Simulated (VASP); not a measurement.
# Te (P3_121) in VASP: further runs

The runs below take Te through single point, with r2SCAN.

All numbers are computed with VASP 6.6.1; they aren't measurements. Logs are shortened: lines on timing, memory, paths and dates and some standing lists are left out, and cuts for length are marked.

### 1 The cell of the first run

It takes space group P3_121 (No. 152, trigonal). Conventional cell: a = 4.632 Å, b = 4.632 Å, c = 5.887 Å, α = 90.00°, β = 90.00°, γ = 120.00°. Te (site symmetry 2) has 6 Te at 2.83 to 3.62 Å within 3.7 Å.

### 2 Single point, r2SCAN

File POSCAR:

```
Te
1.0
    4.6324895870      0.0000000000      0.0000000000
   -2.3162447935      4.0118536651      0.0000000000
    0.0000000000      0.0000000000      5.8869033494
Te
3
Direct
    0.2535874851      0.0000000000      0.3333333333
    1.0000000000      0.2535874851      0.6666666667
    0.7464125149      0.7464125149      0.0000000000
```

File INCAR.step1:

```
SYSTEM = Te
ALGO = Normal
EDIFF = 1E-5
ENCUT = 550
GGA = PE
GGA_COMPAT = .FALSE.
ISMEAR = -1
LASPH = .TRUE.
LCHARG = .FALSE.
LREAL = .FALSE.
LWAVE = .TRUE.
NBANDS = 16
NELM = 120
PREC = Accurate
SIGMA = 0.03
```

File INCAR.step2:

```
SYSTEM = Te
ALGO = Normal
EDIFF = 1E-6
ENCUT = 550
GGA_COMPAT = .FALSE.
ISIF = 2
ISMEAR = -1
ISTART = 1
LASPH = .TRUE.
LCHARG = .TRUE.
LELF = .TRUE.
LMIXTAU = .TRUE.
LREAL = .FALSE.
LVHAR = .TRUE.
LWAVE = .FALSE.
METAGGA = R2SCAN
NBANDS = 16
NELM = 120
PREC = Accurate
SIGMA = 0.03
```

File KPOINTS:

```
k-points
0
G
  8 8 6
  0 0 0
```

Potentials or basis: VASP PAW PBE potentials, release 64 (Te).

The run is started by

```sh
> cat potpaw_PBE.64/Te/POTCAR > POTCAR
> cp INCAR.step1 INCAR
> mpirun -np 1 vasp_std > vasp.out
> cp INCAR.step2 INCAR
> mpirun -np 1 vasp_std > vasp.out
```

OUTCAR:

```text
SYSTEM = Te
   EDIFF = 1E-6
   ENCUT = 550
   ISIF = 2
   ISMEAR = -1
   ISTART = 1
   LASPH = .TRUE.
   LREAL = .FALSE.
   METAGGA = R2SCAN
   NELM = 120
   PREC = Accurate

 ion  position               nearest neighbor table
   1  0.254  0.000  0.333-   3 2.83   2 2.83   3 3.62   3 3.62   2 3.62   2 3.62
   2  0.000  0.254  0.667-   3 2.83   1 2.83   3 3.62   3 3.62   1 3.62   1 3.62
   3  0.746  0.746  0.000-   2 2.83   1 2.83   1 3.62   2 3.62   2 3.62   1 3.62

  LATTYP: Found a hexagonal cell.
 ALAT       =     4.6324895870
 C/A-ratio  =     1.2707860944

  Lattice vectors:

 A1 = (   4.6324895870,   0.0000000000,   0.0000000000)
 A2 = (  -2.3162447935,   4.0118536651,   0.0000000000)
 A3 = (   0.0000000000,   0.0000000000,   5.8869033494)

Analysis of symmetry for initial positions (statically):
=====================================================================
 Subroutine PRICEL returns:
 Original cell was already a primitive cell.

 Routine SETGRP: Setting up the symmetry group for a
 hexagonal supercell.

 Subroutine GETGRP returns: Found  6 space group operations
 (whereof  2 operations were pure point group operations)
 out of a pool of 24 trial point group operations.

The static configuration has the point symmetry C_2 .
 The point group associated with its full space group is D_3 .

Analysis of symmetry for dynamics (positions and initial velocities):
=====================================================================
 Subroutine PRICEL returns:
 Original cell was already a primitive cell.

 Routine SETGRP: Setting up the symmetry group for a
 hexagonal supercell.

 Subroutine GETGRP returns: Found  6 space group operations
 (whereof  2 operations were pure point group operations)
 out of a pool of 24 trial point group operations.

The dynamic configuration has the point symmetry C_2 .
 The point group associated with its full space group is D_3 .

 Subroutine INISYM returns: Found  6 space group operations
 (whereof  2 operations are pure point group operations),
 and found     1 'primitive' translations

----------------------------------------------------------------------------------------

                                     Primitive cell

  volume of cell :     109.4073

  direct lattice vectors                    reciprocal lattice vectors
     4.632489587  0.000000000  0.000000000     0.215866648  0.124630667  0.000000000
    -2.316244794  4.011853665  0.000000000     0.000000000  0.249261335  0.000000000
     0.000000000  0.000000000  5.886903349     0.000000000  0.000000000  0.169868595

[... 88 lines left out ...]
   NSW    =      0    number of steps for IOM
   IBRION =     -1    ionic relax: 0-MD 1-quasi-New 2-CG
   NFREE  =      0    steps in history (QN), initial steepest desc. (CG)
   ISIF   =      2    stress and relaxation
   ISYM   =      2    0-nonsym 1-usesym 2-fastsym
   POTIM  = 0.5000    time-step for ionic-motion
   TEBEG  =    0.0;   TEEND  =   0.0 temperature during run
   PSTRESS=    0.0 pullay stress
   NELECT =      18.0000    total number of electrons
   NUPDOWN=      -1.0000    fix difference up-down
   EMIN   =  10.00;   EMAX   =-10.00  energy-range for DOS
   EFERMI =   0.00;   METHOD = LEGACY
   ISMEAR =    -1;   SIGMA  =   0.03  broadening in eV -4-tet -1-fermi 0-gaus
   EFERMI_NEDOS =   21; number of points for ismear=-14 and -15
   IALGO  =     38    algorithm
   IMIX   =      4    mixing-type and parameters
     AMIX     =   0.40;   BMIX     =  1.00
     AMIX_MAG =   1.60;   BMIX_MAG =  1.00
  volume/ion in A,a.u.               =      36.47       246.11
  Fermi-wavevector in a.u.,A,eV,Ry     =   0.897050  1.695179 10.948601  0.804699
  Thomas-Fermi vector in A             =   2.019586
   LORBIT       =      0    0 simple, 1 ext, 2 COOP (PROOUT), +10 PAW based schemes
   METAGGA = R2SCAN    functional components
   LHFCALC =     F    Hartree Fock is set to
   AEXX    =    0.0000 exact exchange contribution
   IVDW    =     0    specifies the selected vdW correction
   LEPSILON=     F    determine dielectric tensor
   LRPA    =     F    only Hartree local field effects (RPA)
 non-spin polarized calculation
  energy-cutoff  :      550.00
  volume of cell :      109.41
 maximum number of plane-waves:      3250
 NGX is ok and might be reduce to    36
   NGX = 17   NGY = 17   NGZ = 23

 number of electron      17.9999999 magnetization

 Free energy of the ion-electron system (eV)
  ---------------------------------------------------
  ext. energy  EPLUGINS =         0.00000000
  ---------------------------------------------------
  free energy    TOTEN  =       -76.24684856 eV

  energy without entropy =      -76.24684849  energy(sigma->0) =      -76.24684852

 E-fermi :   5.2983     XC(G=0):  -9.1239

 val. band max:        4.9119326961   @ k =   0.3750   0.2500   0.5000
 cond. band min:       5.6898982037   @ k =   0.0000   0.0000   0.5000
 fundamental gap:      0.7779655076
 Fermi energy:         5.2983174136

 k-point     1 :       0.0000    0.0000    0.0000
  band No.  band energies     occupation
      1      -8.9571      2.00000
      2      -5.5364      2.00000
      3      -5.5364      2.00000
      4       1.6820      2.00000
      5       1.9066      2.00000
      6       1.9066      2.00000
[... 433 lines left out ...]
      3      -5.2952      2.00000
      4       0.0428      2.00000
      5       0.5274      2.00000
      6       1.6287      2.00000
[... 8 lines left out ...]
     15      12.8218      0.00000
     16      13.3310      0.00000

 [... further k-points ...]

------------------------ aborting loop because EDIFF is reached ----------------------------------------

  FORCE on cell =-STRESS in cart. coord.  units (eV):
  Direction    XX          YY          ZZ          XY          YZ          ZX
  --------------------------------------------------------------------------------------
  -------------------------------------------------------------------------------------
  Total       -0.0129401     -0.0129401      0.0912365      0.0000000      0.0000000     -0.0000000
  in kB       -0.1894973     -0.1894973      1.3360802      0.0000000      0.0000000     -0.0000000
  external PRESSURE =       0.3190285 kB  Pullay stress =       0.0000000 kB

 VOLUME and BASIS-vectors are now :
 -----------------------------------------------------------------------------
  energy-cutoff  :      550.00
  volume of cell :      109.41
      direct lattice vectors                 reciprocal lattice vectors
     4.632489587  0.000000000  0.000000000     0.215866648  0.124630667  0.000000000
    -2.316244794  4.011853665  0.000000000     0.000000000  0.249261335  0.000000000
     0.000000000  0.000000000  5.886903349     0.000000000  0.000000000  0.169868595

 POSITION                                       TOTAL-FORCE (eV/Angst)
 -----------------------------------------------------------------------------------
      1.17474      0.00000      1.96230         0.019327      0.000000      0.000000
     -0.58737      1.01736      3.92460        -0.009663      0.016738      0.000000
      1.72887      2.99450      0.00000        -0.009663     -0.016738     -0.000000
 -----------------------------------------------------------------------------------
    total drift:                               -0.000000     -0.000000      0.000000

  FREE ENERGIE OF THE ION-ELECTRON SYSTEM (eV)
  ---------------------------------------------------
  free  energy   TOTEN  =       -76.2468485570 eV

  energy  without entropy=      -76.2468484882  energy(sigma->0) =      -76.24684852
```

It took 3.5 min on 1 thread of Intel Xeon Platinum 8488C (Sapphire Rapids), shared host; peak memory 0.29 GiB.

Results:

```yaml
Free_energy: -76.2468 eV
Pressure: 0.0 GPa
Largest_force: 0.019 eV/Å
Band_gap_on_the_k_mesh: 0.78 eV
```

Forces on the atoms (eV/Å):
```
Te   0.019  0.000  0.000
Te  -0.010  0.017  0.000
Te  -0.010 -0.017  0.000
```

Caveat: the PAW data sets were made with another functional, which shifts forces and pressure a little; spin-orbit coupling is left out, which moves the levels of the heavy elements.

### 3 Single point, r2SCAN

POSCAR is that of step 2.

File INCAR.step1:

```
  PREC = Accurate
  ENCUT = 550
  ISMEAR = -1
  SIGMA = 0.1
  LREAL = False
  LASPH = True
  NELM = 120
  NBANDS = 16
  GGA = PE
  ALGO = Normal
  EDIFF = 1E-5
  LWAVE = True
  LCHARG = False
  GGA_COMPAT = False
```

File INCAR.step2:

```
  PREC = Accurate
  ENCUT = 550
  EDIFF = 1E-6
  ISMEAR = -1
  SIGMA = 0.1
  LREAL = False
  LASPH = True
  NELM = 120
  ALGO = Normal
  ISIF = 2
  LWAVE = False
  LCHARG = False
  METAGGA = R2SCAN
  LMIXTAU = True
  NBANDS = 16
  ISTART = 1
  GGA_COMPAT = False
```

File KPOINTS:

```
regular mesh
0
Gamma
  8 8 6
```

Potentials or basis: VASP PAW PBE potentials, release 64 (Te).

The run is started by

```sh
> cat potpaw_PBE.64/Te/POTCAR > POTCAR
> cp INCAR.step1 INCAR
> mpirun -np 1 vasp_std > vasp.out
> cp INCAR.step2 INCAR
> mpirun -np 1 vasp_std > vasp.out
```

Wall time 3.8 min (1 thread of Intel Xeon Platinum 8488C (Sapphire Rapids), shared host); peak memory 0.29 GiB.

It converged, with:

| Item | Value |
| --- | --- |
| Free energy | -76.2472 eV |
| Pressure | 0.0 GPa |
| Largest force | 0.020 eV/Å |
| Band gap on the k mesh | 0.78 eV |

Forces on the atoms (eV/Å):
```
Te   0.020  0.000  0.000
Te  -0.010  0.018  0.000
Te  -0.010 -0.018  0.000
```

Stress tensor (GPa, compression positive):
```
-0.02  0.00  0.00
 0.00 -0.02  0.00
 0.00  0.00  0.14
```

Levels at points of the mesh, in eV from the valence-band top:
| k point | band 6 | band 7 | band 8 | band 9 | band 10 | band 11 | band 12 | band 13 |
| --- | --- | --- | --- | --- | --- | --- | --- | --- |
| (0.00, 0.00, 0.00) | -3.01 | -1.69 | -1.69 | -0.66 | 1.24 | 1.24 | 1.74 | 5.44 |
| (0.50, 0.00, 0.00) | -3.41 | -3.12 | -1.25 | -0.92 | 1.29 | 1.45 | 3.76 | 3.84 |
| (0.00, 0.00, 0.50) | -2.79 | -1.36 | -1.23 | -1.23 | 0.78 | 0.87 | 0.87 | 4.77 |
| (0.50, 0.00, 0.50) | -3.68 | -2.18 | -1.80 | -0.10 | 1.18 | 2.16 | 2.62 | 5.14 |

Caveat: the PAW data sets were made with another functional, which shifts forces and pressure a little; spin-orbit coupling is left out, which moves the levels of the heavy elements.

### 4 Single point, r2SCAN

POSCAR is that of step 3.

File INCAR.step1:

```
SYSTEM = Te
PREC     = Accurate       ! precision mode
ENCUT    = 550            ! plane-wave cutoff, eV
ISMEAR   = -1             ! smearing method
SIGMA    = 0.2            ! smearing width, eV
LREAL    = .FALSE.        ! projectors in reciprocal space
LASPH    = .TRUE.         ! aspherical terms in the spheres
NELM     = 120            ! most SCF steps
NBANDS   = 16             ! bands
GGA      = PE             ! functional
ALGO     = Normal         ! electronic algorithm
EDIFF    = 1E-5           ! SCF threshold, eV
LWAVE    = .TRUE.         ! write WAVECAR
LCHARG   = .FALSE.        ! write CHGCAR
GGA_COMPAT= .FALSE.
```

File INCAR.step2:

```
SYSTEM = Te
PREC     = Accurate       ! precision mode
ENCUT    = 550            ! plane-wave cutoff, eV
EDIFF    = 1E-6           ! SCF threshold, eV
ISMEAR   = -1             ! smearing method
SIGMA    = 0.2            ! smearing width, eV
LREAL    = .FALSE.        ! projectors in reciprocal space
LASPH    = .TRUE.         ! aspherical terms in the spheres
NELM     = 120            ! most SCF steps
ALGO     = Normal         ! electronic algorithm
ISIF     = 2              ! what is computed and relaxed
LWAVE    = .FALSE.        ! write WAVECAR
LCHARG   = .FALSE.        ! write CHGCAR
METAGGA  = R2SCAN         ! meta-GGA
LMIXTAU  = .TRUE.       
NBANDS   = 16             ! bands
ISTART   = 1            
GGA_COMPAT= .FALSE.
```

File KPOINTS:

```
Automatic mesh
0
G
  8 8 6
  0 0 0
```

The run is started by

```sh
> cat potpaw_PBE.64/Te/POTCAR > POTCAR
> cp INCAR.step1 INCAR
> mpirun -np 1 vasp_std > vasp.out
> cp INCAR.step2 INCAR
> mpirun -np 1 vasp_std > vasp.out
```

It took 4.8 min on 1 thread of Intel Xeon Platinum 8488C (Sapphire Rapids), shared host; peak memory 0.29 GiB.

The run converged. Its results:

| Quantity | Value |
| --- | --- |
| Free energy | -76.2591 eV |
| Pressure | 0.1 GPa |
| Largest force | 0.043 eV/Å |
| Band gap on the k mesh | 0.78 eV |

Forces on the atoms (eV/Å):
```
Te   0.043  0.000  0.000
Te  -0.022  0.038  0.000
Te  -0.022 -0.038  0.000
```

Stress tensor (GPa, compression positive):
```
0.00 0.00 0.00
0.00 0.00 0.00
0.00 0.00 0.20
```

Levels at points of the mesh, in eV from the valence-band top:
| k point | band 7 | band 8 | band 9 | band 10 | band 11 | band 12 |
| --- | --- | --- | --- | --- | --- | --- |
| (0.00, 0.00, 0.00) | -1.69 | -1.69 | -0.67 | 1.24 | 1.24 | 1.74 |
| (0.50, 0.00, 0.00) | -3.12 | -1.25 | -0.92 | 1.29 | 1.45 | 3.76 |
| (0.00, 0.00, 0.50) | -1.36 | -1.23 | -1.23 | 0.78 | 0.86 | 0.86 |
| (0.50, 0.00, 0.50) | -2.18 | -1.81 | -0.10 | 1.18 | 2.16 | 2.62 |

Caveat: the PAW data sets were made with another functional, which shifts forces and pressure a little; spin-orbit coupling is left out, which moves the levels of the heavy elements. A k mesh can miss the band edges.

### 5 Single point, r2SCAN

POSCAR is that of step 4.

File INCAR.step1:

```
SYSTEM = Te
  ALGO = Normal
  EDIFF = 1E-5
  ENCUT = 550
  GGA = PE
  GGA_COMPAT = .False.
  ISMEAR = -1
  LASPH = .True.
  LCHARG = .False.
  LREAL = .False.
  LWAVE = .True.
  NBANDS = 16
  NELM = 120
  PREC = Accurate
  SIGMA = 0.3
```

File INCAR.step2:

```
SYSTEM = Te
  ALGO = Normal
  EDIFF = 1E-6
  ENCUT = 550
  GGA_COMPAT = .False.
  ISIF = 2
  ISMEAR = -1
  ISTART = 1
  LASPH = .True.
  LCHARG = .True.
  LELF = .True.
  LMIXTAU = .True.
  LREAL = .False.
  LVHAR = .True.
  LWAVE = .False.
  METAGGA = R2SCAN
  NBANDS = 16
  NELM = 120
  PREC = Accurate
  SIGMA = 0.3
```

File KPOINTS:

```
k-points
0
Gamma
  8 8 6
  0 0 0
```

The run is started by

```sh
> cat potpaw_PBE.64/Te/POTCAR > POTCAR
> cp INCAR.step1 INCAR
> mpirun -np 1 vasp_std > vasp.out
> cp INCAR.step2 INCAR
> mpirun -np 1 vasp_std > vasp.out
```

It took 4.8 min on 1 thread of Intel Xeon Platinum 8488C (Sapphire Rapids), shared host; peak memory 0.28 GiB.

The run converged. Its results:

- Free energy: -76.3126 eV
- Pressure: 0.2 GPa
- Largest force: 0.108 eV/Å
- Band gap on the k mesh: 0.78 eV

Forces in eV/Å, atoms in the order of the input:
```
Te   0.108  0.000  0.000
Te  -0.054  0.093  0.000
Te  -0.054 -0.093  0.000
```

Stress tensor (GPa, compression positive):
```
0.11 0.00 0.00
0.00 0.11 0.00
0.00 0.00 0.47
```

Levels at points of the mesh, in eV from the valence-band top:
| k point | band 7 | band 8 | band 9 | band 10 | band 11 | band 12 |
| --- | --- | --- | --- | --- | --- | --- |
| (0.00, 0.00, 0.00) | -1.69 | -1.69 | -0.67 | 1.24 | 1.24 | 1.74 |
| (0.50, 0.00, 0.00) | -3.12 | -1.25 | -0.92 | 1.29 | 1.44 | 3.76 |
| (0.00, 0.00, 0.50) | -1.37 | -1.23 | -1.23 | 0.78 | 0.86 | 0.86 |
| (0.50, 0.00, 0.50) | -2.18 | -1.81 | -0.10 | 1.19 | 2.16 | 2.62 |

Caveat: the PAW data sets were made with another functional, which shifts forces and pressure a little; spin-orbit coupling is left out, which moves the levels of the heavy elements. A k mesh can miss the band edges.

### 6 Single point, r2SCAN

POSCAR is that of step 5.

File INCAR.step1:

```
SYSTEM = Te
ALGO = Normal
EDIFF = 1E-5
ENCUT = 550
GGA = PE
GGA_COMPAT = .False.
ISMEAR = -1
LASPH = .True.
LCHARG = .False.
LREAL = .False.
LWAVE = .True.
NBANDS = 16
NELM = 120
PREC = Accurate
SIGMA = 0.6
```

File INCAR.step2:

```
SYSTEM = Te
ALGO = Normal
EDIFF = 1E-6
ENCUT = 550
GGA_COMPAT = .False.
ISIF = 2
ISMEAR = -1
ISTART = 1
LASPH = .True.
LCHARG = .True.
LELF = .True.
LMIXTAU = .True.
LREAL = .False.
LVHAR = .True.
LWAVE = .False.
METAGGA = R2SCAN
NBANDS = 16
NELM = 120
PREC = Accurate
SIGMA = 0.6
```

KPOINTS is that of step 5.

Potentials or basis: VASP PAW PBE potentials, release 64 (Te).

The run is started by

```sh
> cat potpaw_PBE.64/Te/POTCAR > POTCAR
> cp INCAR.step1 INCAR
> mpirun -np 1 vasp_std > vasp.out
> cp INCAR.step2 INCAR
> mpirun -np 1 vasp_std > vasp.out
```

It took 3.8 min on 1 thread of Intel Xeon Platinum 8488C (Sapphire Rapids), shared host; peak memory 0.29 GiB.

The run converged. Its results:

* Free energy: -76.9001 eV
* Pressure: 1.7 GPa
* Largest force: 0.473 eV/Å
* Band gap on the k mesh: 0.78 eV (least direct gap 0.79 eV)

Forces on the atoms (eV/Å):
```
Te   0.473  0.000  0.000
Te  -0.237  0.410  0.000
Te  -0.237 -0.410  0.000
```

Stress tensor (GPa, compression positive):
```
1.26 0.00 0.00
0.00 1.26 0.00
0.00 0.00 2.60
```

Levels at points of the mesh, in eV from the valence-band top:
```tsv
k point	band 6	band 7	band 8	band 9	band 10	band 11	band 12	band 13
(0.00, 0.00, 0.00)	-2.99	-1.70	-1.70	-0.68	1.25	1.25	1.74	5.44
(0.50, 0.00, 0.00)	-3.41	-3.13	-1.24	-0.92	1.29	1.44	3.75	3.84
(0.00, 0.00, 0.50)	-2.78	-1.37	-1.23	-1.23	0.78	0.86	0.86	4.78
(0.50, 0.00, 0.50)	-3.67	-2.18	-1.81	-0.09	1.19	2.16	2.62	5.14
```

Caveat: the PAW data sets were made with another functional, which shifts forces and pressure a little; spin-orbit coupling is left out, which moves the levels of the heavy elements.

### 7 Overview

| smearing | gap on the mesh (eV) | pressure (GPa) | largest force (eV/Å) |
| --- | --- | --- | --- |
| fermi-dirac 0.03 eV | 0.78 | 0.0 | 0.02 |
| fermi-dirac 0.1 eV | 0.78 | 0.0 | 0.02 |
| fermi-dirac 0.2 eV | 0.78 | 0.1 | 0.04 |
| fermi-dirac 0.3 eV | 0.78 | 0.2 | 0.11 |
| fermi-dirac 0.6 eV | 0.78 | 1.7 | 0.47 |

Alike in all rows: task single point; level r2SCAN; potentials or basis VASP PAW PBE potentials, release 64 (Te); no spin polarisation; cell as given; k mesh 8 × 8 × 6; cutoff (eV) 550.

Caveats: the PAW data sets were made with another functional, which shifts forces and pressure a little; spin-orbit coupling is left out, which moves the levels of the heavy elements.

Total energies depend on the potentials used, so only differences within one code and one set of settings carry meaning.
